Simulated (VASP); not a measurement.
# BeB3Cl2 (R-3m) in VASP: further runs

The runs below take BeB3Cl2 through single point, with PBE.

All numbers are computed with VASP 6.6.1; they aren't measurements. Logs are shortened: lines on timing, memory, paths and dates and some standing lists are left out, and cuts for length are marked.

**1. The cell of the first run**

The structure is trigonal, space group R-3m (No. 166). The conventional cell has a = 6.178 Å, b = 6.178 Å, c = 7.566 Å, α = 90.00°, β = 90.00°, γ = 120.00°. Be (site symmetry -3m) has 2 Cl at 1.89 Å within 2.5 Å. B (site symmetry 2/m) has 2 Cl at 1.89 Å within 2.5 Å. Within 2.5 Å of Cl (site symmetry 3m) lie 3 B at 1.89 Å and 1 Be at 1.89 Å.

**2. Single point, PBE**

File INCAR:

```
  PREC = Accurate
  ENCUT = 520
  EDIFF = 1E-6
  ISMEAR = 0
  SIGMA = 0.1
  LREAL = F
  LASPH = T
  NELM = 80
  ALGO = Normal
  ISIF = 2
  LWAVE = F
  LCHARG = F
  GGA = PE
  NBANDS = 22
```

File KPOINTS:

```
regular mesh
0
Gamma
  4 4 4
```

File POSCAR:

```
BeB3Cl2
1.0
    3.0888065700      1.7833233000      2.5220000000
   -3.0888065700      1.7833233000      2.5220000000
    0.0000000000     -3.5666466000      2.5220000000
Be B Cl
1 3 2
Direct
    0.5000000000      0.5000000000      0.5000000000
    0.0000000000      0.5000000000      0.0000000000
    0.5000000000      0.0000000000      0.0000000000
    0.0000000000      0.0000000000      0.5000000000
    0.7500000000      0.7500000000      0.7500000000
    0.2500000000      0.2500000000      0.2500000000
```

Potentials or basis: VASP PAW PBE potentials, release 64 (Be, B, Cl).

On the command line:

```
> cat potpaw_PBE.64/Be/POTCAR potpaw_PBE.64/B/POTCAR potpaw_PBE.64/Cl/POTCAR > POTCAR
> mpirun -np 1 vasp_std > vasp.out
```

OUTCAR:

```text
PREC = Accurate
   ENCUT = 520
   EDIFF = 1E-6
   ISMEAR = 0
   LREAL = F
   LASPH = T
   NELM = 80
   ISIF = 2
   GGA = PE

 ion  position               nearest neighbor table
   1  0.500  0.500  0.500-   5 1.89   6 1.89
   2  0.000  0.500  0.000-   5 1.89   6 1.89
   3  0.500  0.000  0.000-   5 1.89   6 1.89
   4  0.000  0.000  0.500-   5 1.89   6 1.89
   5  0.750  0.750  0.750-   4 1.89   1 1.89   3 1.89   2 1.89
   6  0.250  0.250  0.250-   4 1.89   1 1.89   3 1.89   2 1.89

  LATTYP: Found a simple cubic cell.
 ALAT       =     4.3682321389

  Lattice vectors:

 A1 = (   3.0888065700,   1.7833233000,   2.5220000000)
 A2 = (  -3.0888065700,   1.7833233000,   2.5220000000)
 A3 = (   0.0000000000,  -3.5666466000,   2.5220000000)

Analysis of symmetry for initial positions (statically):
=====================================================================
 Subroutine PRICEL returns:
 Original cell was already a primitive cell.

 Routine SETGRP: Setting up the symmetry group for a
 simple cubic supercell.

 Subroutine GETGRP returns: Found 12 space group operations
 (whereof 12 operations were pure point group operations)
 out of a pool of 48 trial point group operations.

The static configuration has the point symmetry D_3d.

Analysis of symmetry for dynamics (positions and initial velocities):
=====================================================================
 Subroutine PRICEL returns:
 Original cell was already a primitive cell.

 Routine SETGRP: Setting up the symmetry group for a
 simple cubic supercell.

 Subroutine GETGRP returns: Found 12 space group operations
 (whereof 12 operations were pure point group operations)
 out of a pool of 48 trial point group operations.

The dynamic configuration has the point symmetry D_3d.

 Subroutine INISYM returns: Found 12 space group operations
 (whereof 12 operations are pure point group operations),
 and found     1 'primitive' translations

----------------------------------------------------------------------------------------

                                     Primitive cell

  volume of cell :      83.3522

  direct lattice vectors                    reciprocal lattice vectors
     3.088806570  1.783323300  2.522000000     0.161874818  0.093458470  0.132170235
    -3.088806570  1.783323300  2.522000000    -0.161874818  0.093458470  0.132170235
[... 75 lines left out ...]
   ISPIN  =      1    spin polarized calculation?
   LNONCOLLINEAR =      F non collinear calculations
   LSORBIT =      F    spin-orbit coupling
   LASPH  =      T    aspherical Exc in radial PAW
   ENCUT  =  520.0 eV  38.22 Ry    6.18 a.u.   8.12  8.12  8.12*2*pi/ulx,y,z
   NELM   =     80;   NELMIN=  2; NELMDL= -5     # of ELM steps
   EDIFF  = 0.1E-05   stopping-criterion for ELM
   LREAL  =      F    real-space projection
[... 7 lines left out ...]
   TEBEG  =    0.0;   TEEND  =   0.0 temperature during run
   PSTRESS=    0.0 pullay stress
   NELECT =      25.0000    total number of electrons
   NUPDOWN=      -1.0000    fix difference up-down
   EMIN   =  10.00;   EMAX   =-10.00  energy-range for DOS
   EFERMI =   0.00;   METHOD = LEGACY
   ISMEAR =     0;   SIGMA  =   0.10  broadening in eV -4-tet -1-fermi 0-gaus
   EFERMI_NEDOS =   21; number of points for ismear=-14 and -15
   IALGO  =     38    algorithm
   IMIX   =      4    mixing-type and parameters
     AMIX     =   0.40;   BMIX     =  1.00
     AMIX_MAG =   1.60;   BMIX_MAG =  1.00
  volume/ion in A,a.u.               =      13.89        93.75
  Fermi-wavevector in a.u.,A,eV,Ry     =   1.095845  2.070847 16.338913  1.200876
  Thomas-Fermi vector in A             =   2.232176
   LORBIT       =      0    0 simple, 1 ext, 2 COOP (PROOUT), +10 PAW based schemes
   GGA     = PE    functional components
   LHFCALC =     F    Hartree Fock is set to
   AEXX    =    0.0000 exact exchange contribution
   IVDW    =     0    specifies the selected vdW correction
   LEPSILON=     F    determine dielectric tensor
   LRPA    =     F    only Hartree local field effects (RPA)
 non-spin polarized calculation
 Gauss-broadening in eV      SIGMA  =   0.10
  energy-cutoff  :      520.00
  volume of cell :       83.35
 maximum number of plane-waves:      2272
   NGX = 17   NGY = 17   NGZ = 17

 number of electron      25.0000009 magnetization

 Free energy of the ion-electron system (eV)
  ---------------------------------------------------
  ext. energy  EPLUGINS =         0.00000000
  ---------------------------------------------------
  free energy    TOTEN  =       -12.29532039 eV

  energy without entropy =      -12.27260452  energy(sigma->0) =      -12.28396246

 E-fermi :   4.9424     XC(G=0):  -9.9204

 val. band max:        4.8921996029   @ k =   0.5000   0.2500  -0.0000
 cond. band min:       4.9508882574   @ k =   0.5000   0.0000   0.0000
 fundamental gap:      0.0586886546
 Fermi energy:         4.9423517978

 k-point     1 :       0.0000    0.0000    0.0000
  band No.  band energies     occupation
      1     -15.5008      2.00000
      2     -15.0347      2.00000
      3      -5.1083      2.00000
      4      -5.1083      2.00000
      5      -4.0741      2.00000
      6      -3.9631      2.00000
[... 314 lines left out ...]
     21      11.4197      0.00000
     22      12.4460      0.00000

------------------------ aborting loop because EDIFF is reached ----------------------------------------

  FORCE on cell =-STRESS in cart. coord.  units (eV):
  Direction    XX          YY          ZZ          XY          YZ          ZX
  --------------------------------------------------------------------------------------
  -------------------------------------------------------------------------------------
  Total        2.3685499      2.3685499     -1.8176565      0.0000000      0.0000000      0.0000000
  in kB       45.5277295     45.5277292    -34.9385818      0.0000000      0.0000000      0.0000000
  external PRESSURE =      18.7056257 kB  Pullay stress =       0.0000000 kB

 VOLUME and BASIS-vectors are now :
 -----------------------------------------------------------------------------
  energy-cutoff  :      520.00
  volume of cell :       83.35
      direct lattice vectors                 reciprocal lattice vectors
     3.088806570  1.783323300  2.522000000     0.161874818  0.093458470  0.132170235
    -3.088806570  1.783323300  2.522000000    -0.161874818  0.093458470  0.132170235
     0.000000000 -3.566646600  2.522000000     0.000000000 -0.186916939  0.132170235

 POSITION                                       TOTAL-FORCE (eV/Angst)
 -----------------------------------------------------------------------------------
      0.00000      0.00000      3.78300        -0.000000     -0.000000     -0.000000
     -1.54440      0.89166      1.26100         0.000000     -0.000000     -0.000000
      1.54440      0.89166      1.26100         0.000000     -0.000000     -0.000000
      0.00000     -1.78332      1.26100        -0.000000     -0.000000     -0.000000
      0.00000      0.00000      5.67450        -0.000000     -0.000000      0.196091
      0.00000      0.00000      1.89150        -0.000000      0.000000     -0.196091
 -----------------------------------------------------------------------------------
    total drift:                               -0.000000      0.000000     -0.000000

  FREE ENERGIE OF THE ION-ELECTRON SYSTEM (eV)
  ---------------------------------------------------
  free  energy   TOTEN  =       -12.2953203934 eV

  energy  without entropy=      -12.2726045182  energy(sigma->0) =      -12.28396246
```

OSZICAR:

```text
N       E                     dE             d eps       ncg     rms          rms(c)
DAV:   1     0.107967448820E+03    0.10797E+03   -0.10787E+04   572   0.961E+02
DAV:   2    -0.442997471726E+01   -0.11240E+03   -0.10814E+03   754   0.194E+02
DAV:   3    -0.127566661139E+02   -0.83267E+01   -0.81995E+01   764   0.522E+01
DAV:   4    -0.128824579378E+02   -0.12579E+00   -0.12569E+00   732   0.698E+00
DAV:   5    -0.128846821780E+02   -0.22242E-02   -0.22238E-02   778   0.957E-01    0.317E+01
DAV:   6    -0.122823367652E+02    0.60235E+00   -0.15865E+00   628   0.580E+00    0.199E+01
DAV:   7    -0.123002622713E+02   -0.17926E-01   -0.34577E-01   724   0.303E+00    0.631E+00
DAV:   8    -0.122966412710E+02    0.36210E-02   -0.38230E-02   686   0.106E+00    0.122E+00
DAV:   9    -0.122952964240E+02    0.13448E-02   -0.44562E-03   728   0.363E-01    0.177E-01
DAV:  10    -0.122953191378E+02   -0.22714E-04   -0.85975E-04   744   0.150E-01    0.538E-02
DAV:  11    -0.122953175502E+02    0.15877E-05   -0.25391E-05   784   0.308E-02    0.222E-02
DAV:  12    -0.122953203573E+02   -0.28072E-05   -0.11887E-05   780   0.185E-02    0.218E-02
DAV:  13    -0.122953203934E+02   -0.36046E-07   -0.67434E-07   496   0.523E-03
   1 F= -.12295320E+02 E0= -.12283962E+02  d E =-.227159E-01
```

stdout:

```text
POSCAR found type information on POSCAR BeB Cl
 POSCAR found :  3 types and       6 ions
 scaLAPACK will be used
 LDA part: xc-table for (Slater+PW92), standard interpolation
 POSCAR, INCAR and KPOINTS ok, starting setup
 FFT: planning ... GRIDC
 FFT: planning ... GRID_SOFT
 FFT: planning ... GRID
 WAVECAR not read
 entering main loop
```

It took 16 s on 1 thread of Intel Xeon Platinum 8259CL at 2.50GHz (Skylake/Cascade Lake), shared host; peak memory 0.17 GiB.

Results:

```
Free energy            : -12.2953 eV
Pressure               : 1.9 GPa
Largest force          : 0.196 eV/Å
Band gap on the k mesh : zero (an odd number of electrons rules out a gap without spin polarisation)
```

Forces on the atoms (eV/Å):
```
Be   0.000  0.000  0.000
B    0.000  0.000  0.000
B    0.000  0.000  0.000
B    0.000  0.000  0.000
Cl   0.000  0.000  0.196
Cl   0.000  0.000 -0.196
```

Caveat: the stress differs along the axes, from -3 to 5 GPa; an odd number of electrons without spin polarisation forces a metal; a magnetic or distorted state may lie lower.

**3. Single point, PBE**

This run uses another cell than the first one, of 21.07 Å³/atom.

File INCAR:

```
SYSTEM = BeB3Cl2
  PREC = Accurate
  ENCUT = 520
  EDIFF = 1E-6
  ISMEAR = 0
  SIGMA = 0.1
  LREAL = .False.
  LASPH = .True.
  NELM = 60
  ALGO = Normal
  ISIF = 2
  LWAVE = .False.
  LCHARG = .True.
  GGA = PE
  LELF = .True.
  LVHAR = .True.
  NBANDS = 22
```

File KPOINTS:

```
Automatic mesh
0
Gamma
  12 12 12
  0 0 0
```

File POSCAR:

```
BeB3Cl2
1.0
    4.1053636326      2.3702327984      2.1651700950
   -4.1053636326      2.3702327984      2.1651700950
    0.0000000000     -4.7404655968      2.1651700950
Be B Cl
1 3 2
Direct
    0.5000000000      0.5000000000      0.5000000000
    0.0000000000      0.5000000000      0.0000000000
    0.5000000000      0.0000000000      0.0000000000
    0.0000000000      0.0000000000      0.5000000000
    0.7783140039      0.7783140039      0.7783140039
    0.2216859961      0.2216859961      0.2216859961
```

Potentials or basis: VASP PAW PBE potentials, release 64 (Be, B, Cl).

On the command line:

```
> cat potpaw_PBE.64/Be/POTCAR potpaw_PBE.64/B/POTCAR potpaw_PBE.64/Cl/POTCAR > POTCAR
> mpirun -np 1 vasp_std > vasp.out
```

Run time: 6.5 min. Hardware: 1 thread of Intel Xeon Platinum 8259CL at 2.50GHz (Skylake/Cascade Lake), shared host; peak memory 0.56 GiB.

The run converged. Its results:

```
Free energy            : -14.6018 eV
Pressure               : 0.0 GPa
Largest force          : 0.032 eV/Å
Band gap on the k mesh : zero (an odd number of electrons rules out a gap without spin polarisation)
```

Forces on the atoms (eV/Å):
```
Be   0.000  0.000  0.000
B    0.000  0.000  0.000
B    0.000  0.000  0.000
B    0.000  0.000  0.000
Cl   0.000  0.000 -0.032
Cl   0.000  0.000  0.032
```

Stress tensor (GPa, compression positive):
```
 0.04  0.00  0.00
 0.00  0.04  0.00
 0.00  0.00 -0.13
```

Levels at points of the mesh, in eV from the Fermi level:
```csv
k point,band 10,band 11,band 12,band 13,band 14,band 15,band 16,band 17
"(0.00, 0.00, 0.00)",-1.80,-1.80,-1.29,-1.29,0.19,1.68,2.23,2.23
"(0.50, 0.00, 0.00)",-2.70,-2.38,-0.58,0.57,0.96,1.10,1.36,2.63
"(0.50, 0.50, 0.00)",-3.17,-2.19,-0.16,0.50,0.77,1.02,1.65,2.43
"(0.50, 0.50, 0.50)",-2.11,-2.11,-0.84,-0.84,0.33,1.68,2.57,2.57
```

Caveat: an odd number of electrons without spin polarisation forces a metal; a magnetic or distorted state may lie lower.

The gap in the log of VASP goes by the Fermi energy; the results here count the filled bands.